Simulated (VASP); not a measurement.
# La (P6_3/mmc) in VASP: further runs

Runs on La. Level: r2SCAN. Tasks: single point, relaxation of cell and atoms.

Everything below comes from runs of VASP 6.6.1. Logs are shortened: lines on timing, memory, paths and dates and some standing lists are left out, and cuts for length are marked.

**1. The cell of the first run**

Symmetry: P6_3/mmc, No. 194, hexagonal system. The conventional cell has a = 3.833 Å, b = 3.833 Å, c = 11.796 Å, α = 90.00°, β = 90.00°, γ = 120.00°. Within 4.8 Å of La (site symmetry -3m) lie 12 La at 3.69 to 3.83 Å. La (site symmetry -6m2) has 12 La at 3.69 to 3.83 Å within 4.8 Å.

**2. Single point, r2SCAN**

Contents of POSCAR:

```
La
1.0
    3.8330761393      0.0000000000      0.0000000000
   -1.9165380696      3.3195413112      0.0000000000
    0.0000000000      0.0000000000     11.7962122594
La
4
Direct
    0.0000000000      0.0000000000      0.0000000000
    0.0000000000      0.0000000000      0.5000000000
    0.3333333333      0.6666666667      0.7500000000
    0.6666666667      0.3333333333      0.2500000000
```

Contents of INCAR.step1:

```
PREC = Accurate
ENCUT = 520
ISMEAR = -1
SIGMA = 0.1
LREAL = False
LASPH = True
NELM = 60
NBANDS = 30
GGA = PE
ALGO = Normal
EDIFF = 1E-4
LWAVE = True
LCHARG = False
```

Contents of INCAR.step2:

```
PREC = Accurate
ENCUT = 520
EDIFF = 1E-6
ISMEAR = -1
SIGMA = 0.1
LREAL = False
LASPH = True
NELM = 60
ALGO = Normal
ISIF = 2
LWAVE = False
LCHARG = False
METAGGA = R2SCAN
LMIXTAU = True
NBANDS = 30
ISTART = 1
```

Contents of KPOINTS:

```
regular mesh
0
Gamma
  5 5 2
```

Potentials or basis: VASP PAW PBE potentials, release 64 (La).

Launch:

```sh
$ cat potpaw_PBE.64/La/POTCAR > POTCAR
$ cp INCAR.step1 INCAR
$ mpirun -np 1 vasp_std > vasp.out
$ cp INCAR.step2 INCAR
$ mpirun -np 1 vasp_std > vasp.out
```

OUTCAR:

```text
PREC = Accurate
   ENCUT = 520
   EDIFF = 1E-6
   ISMEAR = -1
   LREAL = False
   LASPH = True
   NELM = 60
   ISIF = 2
   METAGGA = R2SCAN
   ISTART = 1

 ion  position               nearest neighbor table
   1  0.000  0.000  0.000-
   2  0.000  0.000  0.500-
   3  0.333  0.667  0.750-
   4  0.667  0.333  0.250-

  LATTYP: Found a hexagonal cell.
 ALAT       =     3.8330761393
 C/A-ratio  =     3.0774792440

  Lattice vectors:

 A1 = (   3.8330761393,   0.0000000000,   0.0000000000)
 A2 = (  -1.9165380696,   3.3195413112,   0.0000000000)
 A3 = (   0.0000000000,   0.0000000000,  11.7962122594)

Analysis of symmetry for initial positions (statically):
=====================================================================
 Subroutine PRICEL returns:
 Original cell was already a primitive cell.

 Routine SETGRP: Setting up the symmetry group for a
 hexagonal supercell.

 Subroutine GETGRP returns: Found 24 space group operations
 (whereof 12 operations were pure point group operations)
 out of a pool of 24 trial point group operations.

The static configuration has the point symmetry D_3d.
 The point group associated with its full space group is D_6h.

Analysis of symmetry for dynamics (positions and initial velocities):
=====================================================================
 Subroutine PRICEL returns:
 Original cell was already a primitive cell.

 Routine SETGRP: Setting up the symmetry group for a
 hexagonal supercell.

 Subroutine GETGRP returns: Found 24 space group operations
 (whereof 12 operations were pure point group operations)
 out of a pool of 24 trial point group operations.

The dynamic configuration has the point symmetry D_3d.
 The point group associated with its full space group is D_6h.

 Subroutine INISYM returns: Found 24 space group operations
 (whereof 12 operations are pure point group operations),
 and found     1 'primitive' translations

----------------------------------------------------------------------------------------

                                     Primitive cell

  volume of cell :     150.0956

  direct lattice vectors                    reciprocal lattice vectors
     3.833076139  0.000000000  0.000000000     0.260887069  0.150623220  0.000000000
    -1.916538070  3.319541311  0.000000000     0.000000000  0.301246439  0.000000000
     0.000000000  0.000000000 11.796212259     0.000000000  0.000000000  0.084772974

  length of vectors
     3.833076139  3.833076139 11.796212259     0.301246439  0.301246439  0.084772974

  position of ions in fractional coordinates (direct lattice)
     0.000000000  0.000000000  0.000000000
     0.000000000  0.000000000  0.500000000
     0.333333333  0.666666667  0.750000000
     0.666666667  0.333333333  0.250000000

  ion indices of the primitive-cell ions
   primitive index   ion index
                 1           1
                 2           2
                 3           3
                 4           4

----------------------------------------------------------------------------------------

 KPOINTS: regular mesh

Automatic generation of k-mesh.
 Grid dimensions read from file:
 generate k-points for:    5    5    2

 Generating k-lattice:

  Cartesian coordinates                     Fractional coordinates (reciprocal lattice)
     0.052177414  0.030124644  0.000000000     0.200000000  0.000000000  0.000000000
     0.000000000  0.060249288  0.000000000     0.000000000  0.200000000  0.000000000
     0.000000000  0.000000000  0.042386487     0.000000000  0.000000000  0.500000000

  Length of vectors
     0.060249288  0.060249288  0.042386487

  Shift w.r.t. Gamma in fractional coordinates (k-lattice)
     0.000000000  0.000000000  0.000000000

 Subroutine IBZKPT returns following result:
 ===========================================

 Found     10 irreducible k-points:

 Following reciprocal coordinates:
            Coordinates               Weight
  0.000000  0.000000  0.000000      1.000000
  0.200000 -0.000000  0.000000      6.000000
  0.400000 -0.000000  0.000000      6.000000
  0.200000  0.200000  0.000000      6.000000
  0.400000  0.200000  0.000000      6.000000
  0.000000  0.000000  0.500000      1.000000
  0.200000 -0.000000  0.500000      6.000000
  0.400000 -0.000000  0.500000      6.000000
  0.200000  0.200000  0.500000      6.000000
  0.400000  0.200000  0.500000      6.000000
   k-points           NKPTS =     10   k-points in BZ     NKDIM =     10   number of bands    NBANDS=     30
   number of dos      NEDOS =    301   number of ions     NIONS =      4
   total plane-waves  NPLWV =  81000
   dimension x,y,z NGX =    30 NGY =   30 NGZ =   90
   dimension x,y,z NGXF=    60 NGYF=   60 NGZF=  180
   ions per type =               4
   NGX,Y,Z   is equivalent  to a cutoff of  13.01, 13.01, 12.68 a.u.
   NGXF,Y,Z  is equivalent  to a cutoff of  26.02, 26.02, 25.37 a.u.
 SYSTEM =  unknown system
   PREC   = accura    normal or accurate (medium, high low for compatibility)
   ISTART =      1    job   : 0-new  1-cont  2-samecut
   ICHARG =      0    charge: 1-file 2-atom 10-const
   ISPIN  =      1    spin polarized calculation?
   LNONCOLLINEAR =      F non collinear calculations
   LSORBIT =      F    spin-orbit coupling
   LASPH  =      T    aspherical Exc in radial PAW
   ENCUT  =  520.0 eV  38.22 Ry    6.18 a.u.   7.13  7.13 21.93*2*pi/ulx,y,z
   NELM   =     60;   NELMIN=  2; NELMDL=  0     # of ELM steps
   EDIFF  = 0.1E-05   stopping-criterion for ELM
   LREAL  =      F    real-space projection
   EDIFFG = 0.1E-04   stopping-criterion for IOM
   NSW    =      0    number of steps for IOM
   IBRION =     -1    ionic relax: 0-MD 1-quasi-New 2-CG
   NFREE  =      0    steps in history (QN), initial steepest desc. (CG)
   ISIF   =      2    stress and relaxation
   ISYM   =      2    0-nonsym 1-usesym 2-fastsym
   POTIM  = 0.5000    time-step for ionic-motion
   TEBEG  =    0.0;   TEEND  =   0.0 temperature during run
   PSTRESS=    0.0 pullay stress
   NELECT =      44.0000    total number of electrons
   NUPDOWN=      -1.0000    fix difference up-down
   EMIN   =  10.00;   EMAX   =-10.00  energy-range for DOS
   EFERMI =   0.00;   METHOD = LEGACY
   ISMEAR =    -1;   SIGMA  =   0.10  broadening in eV -4-tet -1-fermi 0-gaus
   EFERMI_NEDOS =   21; number of points for ismear=-14 and -15
   IALGO  =     38    algorithm
   IMIX   =      4    mixing-type and parameters
     AMIX     =   0.40;   BMIX     =  1.00
     AMIX_MAG =   1.60;   BMIX_MAG =  1.00
  volume/ion in A,a.u.               =      37.52       253.22
  Fermi-wavevector in a.u.,A,eV,Ry     =   1.087518  2.055111 16.091541  1.182695
  Thomas-Fermi vector in A             =   2.223679
   LORBIT       =      0    0 simple, 1 ext, 2 COOP (PROOUT), +10 PAW based schemes
   METAGGA = R2SCAN    functional components
   LHFCALC =     F    Hartree Fock is set to
   AEXX    =    0.0000 exact exchange contribution
   IVDW    =     0    specifies the selected vdW correction
   LEPSILON=     F    determine dielectric tensor
   LRPA    =     F    only Hartree local field effects (RPA)
 non-spin polarized calculation
  energy-cutoff  :      520.00
  volume of cell :      150.10
 maximum number of plane-waves:      4068
 NGX is ok and might be reduce to    30
   NGX = 15   NGY = 15   NGZ = 43

 number of electron      44.0000003 magnetization

 Free energy of the ion-electron system (eV)
  ---------------------------------------------------
  ext. energy  EPLUGINS =         0.00000000
  ---------------------------------------------------
  free energy    TOTEN  =      -119.00071784 eV

  energy without entropy =     -118.78076376  energy(sigma->0) =     -118.89074080

 E-fermi :   7.8600     XC(G=0): -10.1651

 val. band max:        7.8132237471   @ k =   0.4000   0.2000   0.0000
 cond. band min:       7.9108291493   @ k =   0.4000  -0.0000   0.0000
 fundamental gap:      0.0976054022
 Fermi energy:         7.8599523964

 k-point     1 :       0.0000    0.0000    0.0000
  band No.  band energies     occupation
      1     -26.2181      2.00000
      2     -26.1079      2.00000
      3     -26.0788      2.00000
      4     -25.9639      2.00000
      5     -10.2261      2.00000
      6      -9.5099      2.00000
[... 22 lines left out ...]
     29       9.5150      0.00000
     30       9.5391      0.00000

 k-point     2 :       0.2000   -0.0000    0.0000
  band No.  band energies     occupation
      1     -26.1608      2.00000
      2     -26.0702      2.00000
      3     -26.0413      2.00000
      4     -25.9476      2.00000
      5     -10.0656      2.00000
      6      -9.6412      2.00000
[... 22 lines left out ...]
     29       9.6250      0.00000
     30       9.6326      0.00000

 k-point     3 :       0.4000   -0.0000    0.0000
  band No.  band energies     occupation
      1     -26.0514      2.00000
      2     -26.0083      2.00000
      3     -25.9796      2.00000
      4     -25.9360      2.00000
      5     -10.0400      2.00000
      6     -10.0327      2.00000
[... 22 lines left out ...]
     29       9.7434      0.00000
     30       9.7890      0.00000

 k-point     4 :       0.2000    0.2000    0.0000
  band No.  band energies     occupation
      1     -26.0755      2.00000
      2     -26.0203      2.00000
      3     -25.9914      2.00000
      4     -25.9352      2.00000
      5      -9.8651      2.00000
      6      -9.8607      2.00000
[... 154 lines left out ...]
     29       9.6726      0.00000
     30       9.6726      0.00000

 k-point     9 :       0.2000    0.2000    0.5000
  band No.  band energies     occupation
      1     -26.0563      2.00000
      2     -26.0563      2.00000
      3     -25.9550      2.00000
      4     -25.9550      2.00000
      5      -9.8924      2.00000
      6      -9.8924      2.00000
[... 22 lines left out ...]
     29       9.5979      0.00000
     30       9.5979      0.00000

 k-point    10 :       0.4000    0.2000    0.5000
  band No.  band energies     occupation
      1     -25.9980      2.00000
      2     -25.9980      2.00000
      3     -25.9515      2.00000
      4     -25.9515      2.00000
      5      -9.9324      2.00000
      6      -9.9324      2.00000
[... 22 lines left out ...]
     29       9.7478      0.00000
     30       9.8273      0.00000

------------------------ aborting loop because EDIFF is reached ----------------------------------------

  FORCE on cell =-STRESS in cart. coord.  units (eV):
  Direction    XX          YY          ZZ          XY          YZ          ZX
  --------------------------------------------------------------------------------------
  -------------------------------------------------------------------------------------
  Total        0.0406867      0.0406867      0.0809375      0.0000000      0.0000000     -0.0000000
  in kB        0.4343048      0.4343048      0.8639571      0.0000000      0.0000000     -0.0000000
  external PRESSURE =       0.5775222 kB  Pullay stress =       0.0000000 kB

 VOLUME and BASIS-vectors are now :
 -----------------------------------------------------------------------------
  energy-cutoff  :      520.00
  volume of cell :      150.10
      direct lattice vectors                 reciprocal lattice vectors
     3.833076139  0.000000000  0.000000000     0.260887069  0.150623220  0.000000000
    -1.916538070  3.319541311  0.000000000     0.000000000  0.301246439  0.000000000
     0.000000000  0.000000000 11.796212259     0.000000000  0.000000000  0.084772974

 POSITION                                       TOTAL-FORCE (eV/Angst)
 -----------------------------------------------------------------------------------
      0.00000      0.00000      0.00000        -0.000000     -0.000000     -0.000000
      0.00000      0.00000      5.89811        -0.000000     -0.000000     -0.000000
     -0.00000      2.21303      8.84716         0.000000      0.000000     -0.000000
      1.91654      1.10651      2.94905        -0.000000     -0.000000      0.000000
 -----------------------------------------------------------------------------------
    total drift:                               -0.000000     -0.000000      0.000000

  FREE ENERGIE OF THE ION-ELECTRON SYSTEM (eV)
  ---------------------------------------------------
  free  energy   TOTEN  =      -119.0007178376 eV

  energy  without entropy=     -118.7807637648  energy(sigma->0) =     -118.89074080
```

It took 2.3 min on 1 thread of Intel Xeon 6975P-C (Granite Rapids), shared host; peak memory 0.31 GiB.

Results:

* Free energy: -119.0007 eV
* Pressure: 0.1 GPa
* Band gap on the k mesh: zero (bands 22 and 23 overlap by 1.08 eV)

Caveat: the k points lie up to 0.38 Å⁻¹ apart, too coarse for converged energies and pressures of a metal; the PAW data sets were made with another functional, which shifts forces and pressure a little; spin-orbit coupling is left out, which moves the levels of the heavy elements.

**3. Relaxation of cell and atoms, r2SCAN**

This run uses another cell than the first one, of 37.42 Å³/atom.

Contents of POSCAR:

```
La
1.0
    3.7700000000      0.0000000000      0.0000000000
   -1.8850000000      3.2649157723      0.0000000000
    0.0000000000      0.0000000000     12.1590000000
La
4
Direct
    0.0000000000      0.0000000000      0.0000000000
    0.0000000000      0.0000000000      0.5000000000
    0.3333330000      0.6666670000      0.7500000000
    0.6666670000      0.3333330000      0.2500000000
```

Contents of INCAR.step1:

```
PREC = Accurate
ENCUT = 600
ISMEAR = -1
SIGMA = 0.1
LREAL = F
LASPH = T
NELM = 80
GGA = PE
ALGO = Normal
EDIFF = 1E-4
LWAVE = T
LCHARG = F
```

Contents of INCAR.step2:

```
PREC = Accurate
ENCUT = 600
EDIFF = 1E-6
ISMEAR = -1
SIGMA = 0.1
LREAL = F
LASPH = T
NELM = 80
ALGO = Normal
ISIF = 3
LWAVE = F
LCHARG = F
METAGGA = R2SCAN
LMIXTAU = T
IBRION = 2
NSW = 60
EDIFFG = -0.01
ISTART = 1
```

Contents of KPOINTS:

```
Automatic mesh
0
Gamma
  5 5 2
```

Potentials or basis: VASP PAW PBE potentials, release 64 (La).

Launch:

```sh
$ cat potpaw_PBE.64/La/POTCAR > POTCAR
$ cp INCAR.step1 INCAR
$ mpirun -np 1 vasp_std > vasp.out
$ cp INCAR.step2 INCAR
$ mpirun -np 1 vasp_std > vasp.out
```

OUTCAR:

```text
PREC = Accurate
   ENCUT = 600
   EDIFF = 1E-6
   ISMEAR = -1
   LREAL = F
   LASPH = T
   NELM = 80
   ISIF = 3
   METAGGA = R2SCAN
   IBRION = 2
   NSW = 60
   EDIFFG = -0.01
   ISTART = 1

 ion  position               nearest neighbor table
   1  0.000  0.000  0.000-
   2  0.000  0.000  0.500-
   3  0.333  0.667  0.750-
   4  0.667  0.333  0.250-

  LATTYP: Found a hexagonal cell.
 ALAT       =     3.7700000000
 C/A-ratio  =     3.2251989390

  Lattice vectors:

 A1 = (   3.7700000000,   0.0000000000,   0.0000000000)
 A2 = (  -1.8850000000,   3.2649157723,   0.0000000000)
[... 171 lines left out ...]

  FORCE on cell =-STRESS in cart. coord.  units (eV):
  Direction    XX          YY          ZZ          XY          YZ          ZX
  --------------------------------------------------------------------------------------
  -------------------------------------------------------------------------------------
  Total        0.8403271      0.8403271     -0.7736119      0.0000000     -0.0000000      0.0000000
  in kB        8.9959650      8.9959650     -8.2817581      0.0000000     -0.0000000      0.0000000
  external PRESSURE =       3.2367240 kB  Pullay stress =       0.0000000 kB
[... 177 lines left out ...]
--------------------------------------- Ionic step        6  -------------------------------------------

 number of electron      44.0000002 magnetization

 Free energy of the ion-electron system (eV)
  ---------------------------------------------------
  ext. energy  EPLUGINS =         0.00000000
  ---------------------------------------------------
  free energy    TOTEN  =      -119.00283949 eV

  energy without entropy =     -118.78192903  energy(sigma->0) =     -118.89238426

 E-fermi :   7.8315     XC(G=0): -10.1526

 val. band max:        7.7856744734   @ k =   0.2000   0.2000   0.5000
 cond. band min:       7.8764097154   @ k =   0.4000   0.0000   0.0000
 fundamental gap:      0.0907352420
 Fermi energy:         7.8315438301

 k-point     1 :       0.0000    0.0000    0.0000
  band No.  band energies     occupation
      1     -26.2498      2.00000
      2     -26.1413      2.00000
      3     -26.1126      2.00000
      4     -25.9994      2.00000
      5     -10.2491      2.00000
      6      -9.5398      2.00000
[... 310 lines left out ...]
  FREE ENERGIE OF THE ION-ELECTRON SYSTEM (eV)
  ---------------------------------------------------
  free  energy   TOTEN  =      -119.0028394878 eV

  energy  without entropy=     -118.7819290262  energy(sigma->0) =     -118.89238426

 reached required accuracy - stopping structural energy minimisation
```

OSZICAR.step1:

```text
N       E                     dE             d eps       ncg     rms          rms(c)
DAV:   1     0.588691027723E+03    0.58869E+03   -0.16622E+04   520   0.258E+03
DAV:   2     0.126502802388E+03   -0.46219E+03   -0.45618E+03   800   0.449E+02
DAV:   3    -0.111506118678E+01   -0.12762E+03   -0.12632E+03   960   0.288E+02
DAV:   4    -0.169294554723E+02   -0.15814E+02   -0.15549E+02   960   0.102E+02
DAV:   5    -0.192399826988E+02   -0.23105E+01   -0.22385E+01  1024   0.358E+01    0.479E+00
DAV:   6    -0.194996098261E+02   -0.25963E+00   -0.27374E+00  1008   0.120E+01    0.244E+00
DAV:   7    -0.195428578397E+02   -0.43248E-01   -0.46170E-01   992   0.494E+00    0.656E-01
DAV:   8    -0.195563258706E+02   -0.13468E-01   -0.86417E-02  1016   0.190E+00    0.272E-01
DAV:   9    -0.195588257725E+02   -0.24999E-02   -0.13341E-02   768   0.575E-01    0.220E-01
DAV:  10    -0.195610641042E+02   -0.22383E-02   -0.82525E-03   880   0.713E-01    0.315E-02
DAV:  11    -0.195610862429E+02   -0.22139E-04   -0.92521E-04   584   0.265E-01
   1 F= -.19561086E+02 E0= -.19432703E+02  d E =-.256766E+00
```

It took 10 min on 1 thread of Intel Xeon 6975P-C (Granite Rapids), shared host; peak memory 0.33 GiB.

What came out:

```
Free energy                           : -119.0028 eV
Relaxed volume                        : 37.63 Å³/atom
Relaxed cell                          : a = 3.835 Å, b = 3.835 Å, c = 11.816 Å, α = 90.00°, β = 90.00°, γ = 120.00°
Space group after relaxing (to 0.1 Å) : P6_3/mmc (No. 194)
Energy gained by relaxing             : 6.4 meV/atom
Ionic steps                           : 6
Pressure after relaxing               : 0.0 GPa
Band gap on the k mesh                : zero (bands 22 and 23 overlap by 1.08 eV)
```

The path:
```
step  energy change (eV)  largest force (eV/Å)  pressure (GPa)  volume (Å³)
   1              0.0000                0.0000            0.32       149.66
   2             -0.0177                0.0000           -0.01       151.29
   3             -0.0228                0.0000           -0.32       152.84
   4             -0.0229                0.0000           -0.30       152.70
   5             -0.0254                0.0000           -0.09       151.14
   6             -0.0255                0.0000            0.01       150.53
```

Final structure:
```
CELL_PARAMETERS angstrom
3.83539 0.00000 0.00000
-1.91770 3.32155 0.00000
0.00000 0.00000 11.81637
ATOMIC_POSITIONS crystal
La 0.00000 0.00000 0.00000
La 0.00000 0.00000 0.50000
La 0.33333 0.66667 0.75000
La 0.66667 0.33333 0.25000
```

Caveat: the k points lie up to 0.38 Å⁻¹ apart in the final cell, too coarse for converged energies and pressures of a metal; the PAW data sets were made with another functional, which shifts forces and pressure a little; spin-orbit coupling is left out, which moves the levels of the heavy elements. Zero-point motion and thermal expansion aren't in these numbers.

The gap in the log of VASP goes by the Fermi energy; the results here count the filled bands.